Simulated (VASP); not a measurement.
# Sr4NbO (F-43m) in VASP: notebook

Runs on Sr4NbO. Level: PBE. Tasks: single point.

All numbers are computed with VASP 6.6.1; they aren't measurements. Logs are shortened: lines on timing, memory, paths and dates and some standing lists are left out, and cuts for length are marked.

## (1) The cell of the first run

The structure is cubic, space group F-43m (No. 216). The conventional cell has a = 8.774 Å, b = 8.774 Å, c = 8.774 Å, α = 90.00°, β = 90.00°, γ = 90.00°. Sr (site symmetry 3m) has 6 Sr at 3.10 to 3.11 Å and 3 Nb at 3.64 Å and 3 O at 3.64 Å within 4.1 Å. Nb (site symmetry -43m) has 12 Sr at 3.64 Å and 4 O at 3.80 Å within 4.8 Å. O (site symmetry -43m) has 12 Sr at 3.64 Å and 4 Nb at 3.80 Å within 4.8 Å.

## (2) Single point, PBE, collinear spin, ferromagnetic start

INCAR reads:

```
PREC = Accurate
ENCUT = 520
EDIFF = 1E-6
ISMEAR = 0
SIGMA = 0.1
LREAL = F
LASPH = T
NELM = 150
ALGO = Normal
ISIF = 2
LWAVE = F
LCHARG = F
ISPIN = 2
MAGMOM = 0 0 0 0 2.78 0.07
LORBIT = 11
LMAXMIX = 4
GGA = PE
NBANDS = 42
```

KPOINTS reads:

```
Automatic mesh
0
Gamma
  4 4 4
```

POSCAR reads:

```
Sr4NbO
1.0
    0.0000000000      4.3872404000      4.3872404000
    4.3872404000      0.0000000000      4.3872404000
    4.3872404000      4.3872404000      0.0000000000
Sr Nb O
4 1 1
Direct
    0.8751148600      0.3746554300      0.8751148600
    0.8751148600      0.8751148600      0.8751148600
    0.3746554300      0.8751148600      0.8751148600
    0.8751148600      0.8751148600      0.3746554300
    0.2500000000      0.2500000000      0.2500000000
    0.5000000000      0.5000000000      0.5000000000
```

Potentials or basis: VASP PAW PBE potentials, release 64 (Sr_sv, Nb_sv, O).

On the command line:

```sh
$ cat potpaw_PBE.64/Sr_sv/POTCAR potpaw_PBE.64/Nb_sv/POTCAR potpaw_PBE.64/O/POTCAR > POTCAR
$ mpirun -np 1 vasp_std > vasp.out
```

OUTCAR:

```text
PREC = Accurate
   ENCUT = 520
   EDIFF = 1E-6
   ISMEAR = 0
   LREAL = F
   LASPH = T
   NELM = 150
   ISIF = 2
   ISPIN = 2
   LORBIT = 11
   GGA = PE

 ion  position               nearest neighbor table
   1  0.875  0.375  0.875-   2 3.10   3 3.10   4 3.10   4 3.11   2 3.11   3 3.11   5 3.64   5 3.64
                             5 3.64
   2  0.875  0.875  0.875-   1 3.10   3 3.10   4 3.10   4 3.11   1 3.11   3 3.11   5 3.64   5 3.64
                             5 3.64
   3  0.375  0.875  0.875-   1 3.10   2 3.10   4 3.10   2 3.11   4 3.11   1 3.11   5 3.64   5 3.64
                             5 3.64
   4  0.875  0.875  0.375-   1 3.10   2 3.10   3 3.10   2 3.11   1 3.11   3 3.11   5 3.64   5 3.64
                             5 3.64
   5  0.250  0.250  0.250-   1 3.64   3 3.64   4 3.64   2 3.64   2 3.64   2 3.64   1 3.64   4 3.64
                             3 3.64   1 3.64   3 3.64   4 3.64
   6  0.500  0.500  0.500-

  LATTYP: Found a face centered cubic cell.
 ALAT       =     8.7744808000

  Lattice vectors:

 A1 = (   0.0000000000,   4.3872404000,   4.3872404000)
 A2 = (   4.3872404000,   0.0000000000,   4.3872404000)
 A3 = (   4.3872404000,   4.3872404000,   0.0000000000)

Analysis of symmetry for initial positions (statically):
=====================================================================
 Subroutine PRICEL returns:
 Original cell was already a primitive cell.

 Routine SETGRP: Setting up the symmetry group for a
 face centered cubic supercell.

 Subroutine GETGRP returns: Found 24 space group operations
 (whereof 24 operations were pure point group operations)
 out of a pool of 48 trial point group operations.

The static configuration has the point symmetry T_d .

Analysis of symmetry for dynamics (positions and initial velocities):
=====================================================================
 Subroutine PRICEL returns:
 Original cell was already a primitive cell.

 Routine SETGRP: Setting up the symmetry group for a
 face centered cubic supercell.

 Subroutine GETGRP returns: Found 24 space group operations
 (whereof 24 operations were pure point group operations)
 out of a pool of 48 trial point group operations.

The dynamic configuration has the point symmetry T_d .

Analysis of structural, dynamic, and magnetic symmetry:
=====================================================================
 Subroutine PRICEL returns:
 Original cell was already a primitive cell.

 Routine SETGRP: Setting up the symmetry group for a
 face centered cubic supercell.

 Subroutine GETGRP returns: Found 24 space group operations
 (whereof 24 operations were pure point group operations)
 out of a pool of 48 trial point group operations.

The overall configuration has the point symmetry T_d .

 Subroutine INISYM returns: Found 24 space group operations
 (whereof 24 operations are pure point group operations),
 and found     1 'primitive' translations

----------------------------------------------------------------------------------------

                                     Primitive cell

  volume of cell :     168.8901

  direct lattice vectors                    reciprocal lattice vectors
     0.000000000  4.387240400  4.387240400    -0.113966857  0.113966857  0.113966857
     4.387240400  0.000000000  4.387240400     0.113966857 -0.113966857  0.113966857
     4.387240400  4.387240400  0.000000000     0.113966857  0.113966857 -0.113966857

  length of vectors
     6.204494875  6.204494875  6.204494875     0.197396387  0.197396387  0.197396387

  position of ions in fractional coordinates (direct lattice)
     0.875114860  0.374655430  0.875114860
     0.875114860  0.875114860  0.875114860
     0.374655430  0.875114860  0.875114860
     0.875114860  0.875114860  0.374655430
     0.250000000  0.250000000  0.250000000
     0.500000000  0.500000000  0.500000000

  ion indices of the primitive-cell ions
   primitive index   ion index
                 1           1
                 2           2
                 3           3
                 4           4
                 5           5
                 6           6

[... 34 lines left out ...]
  0.500000  0.500000  0.000000      3.000000
 -0.250000  0.500000  0.250000      6.000000
   k-points           NKPTS =      8   k-points in BZ     NKDIM =      8   number of bands    NBANDS=     42
   number of dos      NEDOS =    301   number of ions     NIONS =      6
   total plane-waves  NPLWV = 110592
   dimension x,y,z NGX =    48 NGY =   48 NGZ =   48
   dimension x,y,z NGXF=    96 NGYF=   96 NGZF=   96
   ions per type =               4   1   1
   NGX,Y,Z   is equivalent  to a cutoff of  12.86, 12.86, 12.86 a.u.
   NGXF,Y,Z  is equivalent  to a cutoff of  25.72, 25.72, 25.72 a.u.
 SYSTEM =  unknown system
   PREC   = accura    normal or accurate (medium, high low for compatibility)
   ISTART =      0    job   : 0-new  1-cont  2-samecut
   ICHARG =      2    charge: 1-file 2-atom 10-const
   ISPIN  =      2    spin polarized calculation?
   LNONCOLLINEAR =      F non collinear calculations
   LSORBIT =      F    spin-orbit coupling
   LASPH  =      T    aspherical Exc in radial PAW
   ENCUT  =  520.0 eV  38.22 Ry    6.18 a.u.  11.54 11.54 11.54*2*pi/ulx,y,z
   NELM   =    150;   NELMIN=  2; NELMDL= -5     # of ELM steps
   EDIFF  = 0.1E-05   stopping-criterion for ELM
   LREAL  =      F    real-space projection
   EDIFFG = 0.1E-04   stopping-criterion for IOM
   NSW    =      0    number of steps for IOM
   IBRION =     -1    ionic relax: 0-MD 1-quasi-New 2-CG
   NFREE  =      0    steps in history (QN), initial steepest desc. (CG)
   ISIF   =      2    stress and relaxation
   ISYM   =      2    0-nonsym 1-usesym 2-fastsym
   POTIM  = 0.5000    time-step for ionic-motion
   TEBEG  =    0.0;   TEEND  =   0.0 temperature during run
   PSTRESS=    0.0 pullay stress
   NELECT =      59.0000    total number of electrons
   NUPDOWN=      -1.0000    fix difference up-down
   EMIN   =  10.00;   EMAX   =-10.00  energy-range for DOS
   EFERMI =   0.00;   METHOD = LEGACY
   ISMEAR =     0;   SIGMA  =   0.10  broadening in eV -4-tet -1-fermi 0-gaus
   EFERMI_NEDOS =   21; number of points for ismear=-14 and -15
   IALGO  =     38    algorithm
   IMIX   =      4    mixing-type and parameters
     AMIX     =   0.40;   BMIX     =  1.00
     AMIX_MAG =   1.60;   BMIX_MAG =  1.00
  volume/ion in A,a.u.               =      28.15       189.95
  Fermi-wavevector in a.u.,A,eV,Ry     =   1.152986  2.178828 18.087271  1.329377
  Thomas-Fermi vector in A             =   2.289633
   LORBIT       =     11    0 simple, 1 ext, 2 COOP (PROOUT), +10 PAW based schemes
   GGA     = PE    functional components
   LHFCALC =     F    Hartree Fock is set to
   AEXX    =    0.0000 exact exchange contribution
   IVDW    =     0    specifies the selected vdW correction
   LEPSILON=     F    determine dielectric tensor
   LRPA    =     F    only Hartree local field effects (RPA)
 spin polarized calculation
 Gauss-broadening in eV      SIGMA  =   0.10
  energy-cutoff  :      520.00
  volume of cell :      168.89
 maximum number of plane-waves:      4573
 NGX is ok and might be reduce to    48
   NGX = 23   NGY = 23   NGZ = 23

 number of electron      58.9999998 magnetization       3.2156381

 Free energy of the ion-electron system (eV)
  ---------------------------------------------------
  ext. energy  EPLUGINS =         0.00000000
  ---------------------------------------------------
  free energy    TOTEN  =       -13.68464247 eV

  energy without entropy =      -13.65135260  energy(sigma->0) =      -13.66799753

 E-fermi :   3.7096     XC(G=0):  -9.2211

 val. band max:        3.7023222359   @ k =  -0.2500   0.5000   0.2500
 cond. band min:       3.7164958725   @ k =  -0.2500   0.2500   0.0000
 fundamental gap:      0.0141736366
 Fermi energy:         3.7095729866

 spin component 1

 k-point     1 :       0.0000    0.0000    0.0000
  band No.  band energies     occupation
      1     -51.6772      1.00000
      2     -32.5272      1.00000
      3     -32.1074      1.00000
      4     -32.1074      1.00000
      5     -32.1074      1.00000
      6     -27.8250      1.00000
[... 341 lines left out ...]
     40       6.3700      0.00000
     41       6.6915      0.00000
 Fermi energy:         3.7095729866

 spin component 2

 k-point     1 :       0.0000    0.0000    0.0000
  band No.  band energies     occupation
      1     -50.3877      1.00000
      2     -32.5312      1.00000
      3     -32.1067      1.00000
      4     -32.1067      1.00000
      5     -32.1067      1.00000
      6     -26.3454      1.00000
[... 341 lines left out ...]
     40       6.6148      0.00000
     41       6.8126      0.00000
 [bands above 41 left out]

------------------------ aborting loop because EDIFF is reached ----------------------------------------

  FORCE on cell =-STRESS in cart. coord.  units (eV):
  Direction    XX          YY          ZZ          XY          YZ          ZX
  --------------------------------------------------------------------------------------
  -------------------------------------------------------------------------------------
  Total        7.2436435      7.2436435      7.2436435      0.0000000     -0.0000000     -0.0000000
  in kB       68.7168680     68.7168680     68.7168680      0.0000000     -0.0000000     -0.0000000
  external PRESSURE =      68.7168680 kB  Pullay stress =       0.0000000 kB

 VOLUME and BASIS-vectors are now :
 -----------------------------------------------------------------------------
  energy-cutoff  :      520.00
  volume of cell :      168.89
      direct lattice vectors                 reciprocal lattice vectors
     0.000000000  4.387240400  4.387240400    -0.113966857  0.113966857  0.113966857
     4.387240400  0.000000000  4.387240400     0.113966857 -0.113966857  0.113966857
     4.387240400  4.387240400  0.000000000     0.113966857  0.113966857 -0.113966857

 POSITION                                       TOTAL-FORCE (eV/Angst)
 -----------------------------------------------------------------------------------
      5.48304      7.67868      5.48304         0.072143     -0.072143      0.072143
      7.67868      7.67868      7.67868        -0.072143     -0.072143     -0.072143
      7.67868      5.48304      5.48304        -0.072143      0.072143      0.072143
      5.48304      5.48304      7.67868         0.072143      0.072143     -0.072143
      2.19362      2.19362      2.19362         0.000000      0.000000      0.000000
      4.38724      4.38724      4.38724         0.000000      0.000000      0.000000
 -----------------------------------------------------------------------------------
    total drift:                               -0.000063     -0.000063     -0.000063

  FREE ENERGIE OF THE ION-ELECTRON SYSTEM (eV)
  ---------------------------------------------------
  free  energy   TOTEN  =       -13.6846424690 eV

  energy  without entropy=      -13.6513526008  energy(sigma->0) =      -13.66799753

 total charge

# of ion       s       p       d       tot
------------------------------------------
    1        2.082   5.700   0.422   8.204
    2        2.082   5.700   0.422   8.204
    3        2.082   5.700   0.422   8.204
    4        2.082   5.700   0.422   8.204
    5        2.212   5.896   2.503  10.611
    6        1.596   3.109   0.000   4.705
--------------------------------------------------
tot         12.137  31.804   4.192  48.133

 magnetization (x)

# of ion       s       p       d       tot
------------------------------------------
    1       -0.008   0.011  -0.005  -0.002
    2       -0.008   0.011  -0.005  -0.002
    3       -0.008   0.011  -0.005  -0.002
    4       -0.008   0.011  -0.005  -0.002
    5        0.030   0.021   1.906   1.957
    6        0.000   0.065   0.000   0.065
--------------------------------------------------
tot         -0.000   0.129   1.885   2.013
```

Run time: 3.6 min. Hardware: 1 thread of Intel Xeon Platinum 8375C at 2.90GHz (Ice Lake), shared host; peak memory 0.45 GiB.

What came out:

```
Free energy                                           : -13.6846 eV
Pressure                                              : 6.9 GPa
Largest force                                         : 0.125 eV/Å
Net moment                                            : 3.22 μB per cell
Site moments                                          : Sr -0.00; Nb +1.96; O +0.07 μB
Valence electrons inside the program's atomic spheres : Sr 8.20; Nb 10.61; O 4.71
```

Forces on the atoms (eV/Å):
```
Sr   0.072 -0.072  0.072
Sr  -0.072 -0.072 -0.072
Sr  -0.072  0.072  0.072
Sr   0.072  0.072 -0.072
Nb   0.000  0.000  0.000
O    0.000  0.000  0.000
```

## (3) Single point, PBE, collinear spin, ferrimagnetic start

This run uses another cell than the first one, of 39.09 Å³/atom, 1.389 times its volume.

INCAR reads:

```
SYSTEM = Sr4NbO
PREC = Accurate
ENCUT = 520
EDIFF = 1E-7
ISMEAR = 0
SIGMA = 0.1
LREAL = .False.
LASPH = .True.
NELM = 150
ALGO = Normal
ISIF = 2
LWAVE = .False.
LCHARG = .False.
ISPIN = 2
MAGMOM = 0.05 0.05 0.05 0.05 3.64 -0.29
LORBIT = 11
LMAXMIX = 4
GGA = PE
NBANDS = 42
```

KPOINTS reads:

```
Automatic mesh
0
Gamma
  4 4 4
  0 0 0
```

POSCAR reads:

```
Sr4NbO
1.0
    0.0000000000      4.8947266707      4.8947266707
    4.8947266707      0.0000000000      4.8947266707
    4.8947266707      4.8947266707      0.0000000000
Sr Nb O
4 1 1
Direct
    0.8754456339      0.3736630982      0.8754456339
    0.8754456339      0.8754456339      0.8754456339
    0.3736630982      0.8754456339      0.8754456339
    0.8754456339      0.8754456339      0.3736630982
    0.2500000000      0.2500000000      0.2500000000
    0.5000000000      0.5000000000      0.5000000000
```

Potentials or basis: VASP PAW PBE potentials, release 64 (Sr_sv, Nb_sv, O).

On the command line:

```sh
$ cat potpaw_PBE.64/Sr_sv/POTCAR potpaw_PBE.64/Nb_sv/POTCAR potpaw_PBE.64/O/POTCAR > POTCAR
$ mpirun -np 1 vasp_std > vasp.out
```

Wall time 7.8 min (1 thread of Intel Xeon Platinum 8375C at 2.90GHz (Ice Lake), shared host); peak memory 0.58 GiB.

Results (log left out):

* Free energy: -14.8503 eV
* Pressure: 0.1 GPa
* Largest force: 0.009 eV/Å
* Net moment: 4.31 μB per cell
* Site moments: Sr +0.03; Nb +2.37; O -0.25 μB
* Valence electrons inside the program's atomic spheres: Sr 8.02; Nb 10.54; O 4.68

Forces in eV/Å, atoms in the order of the input:
```
Sr   0.005 -0.005  0.005
Sr  -0.005 -0.005 -0.005
Sr  -0.005  0.005  0.005
Sr   0.005  0.005 -0.005
Nb   0.000  0.000  0.000
O    0.000  0.000  0.000
```

Levels at points of the mesh, in eV from the Fermi level:
Spin up:
```tsv
k point	band 28	band 29	band 30	band 31	band 32	band 33	band 34	band 35	band 36	band 37
(0.00, 0.00, 0.00)	-0.81	-0.81	-0.73	-0.73	0.30	0.30	0.30	0.57	0.57	0.57
(0.50, 0.00, 0.00)	-0.85	-0.66	-0.66	-0.63	0.12	0.62	0.62	0.87	1.01	1.01
(0.50, 0.50, 0.00)	-0.79	-0.78	-0.42	-0.38	-0.32	0.54	0.54	0.61	1.52	1.52
```
Spin down:
```csv
k point,band 24,band 25,band 26,band 27,band 28,band 29,band 30,band 31
"(0.00, 0.00, 0.00)",-1.35,-1.35,-1.12,-0.28,-0.28,-0.28,0.87,0.87
"(0.50, 0.00, 0.00)",-1.31,-1.31,-0.87,0.06,0.06,0.09,0.50,0.83
"(0.50, 0.50, 0.00)",-1.36,-1.33,-0.64,-0.46,0.35,0.35,0.73,0.78
```
